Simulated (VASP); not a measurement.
# O (P2/c) in VASP: further runs, part 2 of 2

VASP 6.6.1. Earlier steps stand in the parts before.

## (3) Single point, PBE+D4

This run uses another cell than the first one, of 13.62 Å³/atom, 1.205 times its volume.

Input file INCAR:

```
  PREC = Accurate
  ENCUT = 520
  EDIFF = 1E-6
  ISMEAR = -1
  SIGMA = 0.02
  LREAL = F
  LASPH = T
  NELM = 80
  ALGO = Normal
  ISIF = 2
  LWAVE = F
  LCHARG = T
  GGA = PE
  IVDW = 13
  LELF = T
  LVHAR = T
  NBANDS = 20
```

Input file KPOINTS:

```
regular mesh
0
Gamma
  6 6 8
```

Input file POSCAR:

```
O
1.0
    4.3427892789      0.0000000000      0.0631190482
    0.0000000000      4.3154223322      0.0000000000
   -1.0634348163      0.0000000000      2.8908448588
O
4
Direct
    0.3517704175      0.6714897591      0.6806852087
    0.6482295825      0.6714897591      0.8193147913
    0.6482295825      0.3285102409      0.3193147913
    0.3517704175      0.3285102409      0.1806852087
```

Potentials or basis: VASP PAW PBE potentials, release 64 (O).

The run is started by

```sh
> cat potpaw_PBE.64/O/POTCAR > POTCAR
> mpirun -np 1 vasp_std > vasp.out
```

OUTCAR:

```text
PREC = Accurate
   ENCUT = 520
   EDIFF = 1E-6
   ISMEAR = -1
   LREAL = F
   LASPH = T
   NELM = 80
   ISIF = 2
   GGA = PE
   IVDW = 13

 ion  position               nearest neighbor table
   1  0.352  0.671  0.681-   2 1.21
   2  0.648  0.671  0.819-   1 1.21
   3  0.648  0.329  0.319-   4 1.21
   4  0.352  0.329  0.181-   3 1.21

  LATTYP: Found a simple monoclinic cell.
 ALAT       =     3.0802398618
 B/A-ratio  =     1.4010020407
 C/A-ratio  =     1.4100356279
 COS(beta)  =    -0.3315685870

  Lattice vectors:

 A1 = (  -1.0634348163,   0.0000000000,   2.8908448588)
 A2 = (   0.0000000000,  -4.3154223322,   0.0000000000)
 A3 = (   4.3427892789,   0.0000000000,   0.0631190482)

Analysis of symmetry for initial positions (statically):
=====================================================================
 Subroutine PRICEL returns:
 Original cell was already a primitive cell.

 Routine SETGRP: Setting up the symmetry group for a
 simple monoclinic supercell.

 Subroutine GETGRP returns: Found  4 space group operations
[... 168 lines left out ...]
  energy without entropy =      -19.82581092  energy(sigma->0) =      -19.82581092

 E-fermi :  -0.7097     XC(G=0):  -8.2813

 val. band max:       -1.2081372049   @ k =   0.0000   0.5000   0.0000
 cond. band min:      -0.1739056876   @ k =   0.5000   0.5000  -0.0000
 fundamental gap:      1.0342315173
 Fermi energy:        -0.7096835542

 k-point     1 :       0.0000    0.0000    0.0000
  band No.  band energies     occupation
      1     -28.2821      2.00000
      2     -26.7043      2.00000
      3     -15.6059      2.00000
      4     -13.5713      2.00000
      5      -9.4892      2.00000
      6      -8.5328      2.00000
[... 541 lines left out ...]
     19      12.0347      0.00000
     20      13.9642      0.00000

 [... further k-points ...]

------------------------ aborting loop because EDIFF is reached ----------------------------------------

  DFT-D4 for vdW energy calculation

  Edisp (eV):   -0.25576

  FORCE on cell =-STRESS in cart. coord.  units (eV):
  Direction    XX          YY          ZZ          XY          YZ          ZX
  --------------------------------------------------------------------------------------
  -------------------------------------------------------------------------------------
  Total       2.48437    -0.07490     0.26223     0.00000     0.00000     0.93453
  in kB      73.07921    -2.20316     7.71355     0.00000     0.00000    27.48979
  external pressure =       26.20 kB  Pullay stress =        0.00 kB

 VOLUME and BASIS-vectors are now :
 -----------------------------------------------------------------------------
  energy-cutoff  :      520.00
  volume of cell :       54.47
      direct lattice vectors                 reciprocal lattice vectors
     4.342789279  0.000000000  0.063119048     0.229042159  0.000000000  0.084256132
     0.000000000  4.315422332  0.000000000     0.000000000  0.231727030  0.000000000
    -1.063434816  0.000000000  2.890844859    -0.005000934  0.000000000  0.344079977

 POSITION                                       TOTAL-FORCE (eV/Angst)
 -----------------------------------------------------------------------------------
      0.80380      2.89776      1.98996        -1.147836      0.014192     -0.422706
      1.94384      2.89776      2.40943         1.147836      0.014192      0.422706
      2.47555      1.41766      0.96401         1.147836     -0.014192      0.422706
      1.33552      1.41766      0.54454        -1.147836     -0.014192     -0.422706
 -----------------------------------------------------------------------------------
    total drift:                               -0.000000     -0.000000      0.000000

  FREE ENERGIE OF THE ION-ELECTRON SYSTEM (eV)
  ---------------------------------------------------
  free  energy   TOTEN  =       -20.0815748346 eV

  energy  without entropy=      -20.0815748346  energy(sigma->0) =      -20.08157483
```

stdout:

```text
POSCAR found type information on POSCAR O
 POSCAR found :  1 types and       4 ions
 scaLAPACK will be used
 LDA part: xc-table for (Slater+PW92), standard interpolation
 POSCAR, INCAR and KPOINTS ok, starting setup
 FFT: planning ... GRIDC
 FFT: planning ... GRID_SOFT
 FFT: planning ... GRID
 WAVECAR not read
 entering main loop
```

Wall time 2.2 min (1 thread of Oxide Virtual Turin-like, shared host); peak memory 0.17 GiB.

Results:

| Item | Value |
| --- | --- |
| Free energy | -20.0816 eV |
| Pressure | 2.6 GPa |
| Largest force | 1.223 eV/Å |
| Band gap on the k mesh | 1.03 eV, indirect (least direct gap 1.13 eV) |
| Dispersion energy per atom | -0.064 eV |

Forces on the atoms (eV/Å):
```
O   -1.148  0.014 -0.423
O    1.148  0.014  0.423
O    1.148 -0.014  0.423
O   -1.148 -0.014 -0.423
```

Stress tensor (GPa, compression positive):
```
 7.31  0.00  2.75
 0.00 -0.22  0.00
 2.75  0.00  0.77
```

Levels at points of the mesh, in eV from the valence-band top:
```tsv
k point	band 10	band 11	band 12	band 13	band 14	band 15
(0.00, 0.00, 0.00)	-4.56	-0.38	-0.34	1.71	1.93	8.03
(0.50, 0.00, 0.00)	-4.59	-0.64	-0.17	1.70	2.01	6.66
(0.00, 0.50, 0.00)	-4.68	-0.27	0.00	1.27	1.83	8.82
(0.50, 0.50, 0.00)	-4.71	-0.11	-0.10	1.03	1.93	7.59
(0.00, 0.00, 0.50)	-4.68	-0.88	-0.88	1.82	1.82	9.69
(0.50, 0.00, 0.50)	-4.67	-0.91	-0.91	1.80	1.80	9.55
(0.00, 0.50, 0.50)	-4.30	-1.16	-1.16	2.15	2.15	9.89
(0.50, 0.50, 0.50)	-4.30	-1.19	-1.19	2.14	2.14	9.76
```

Caveat: the standard files for N, O and F lose accuracy on very short bonds; spin is off for a triplet molecule; forces of over 1 eV/Å act on the atoms, so gaps and moduli don't describe the material at rest. A k mesh can miss the band edges.
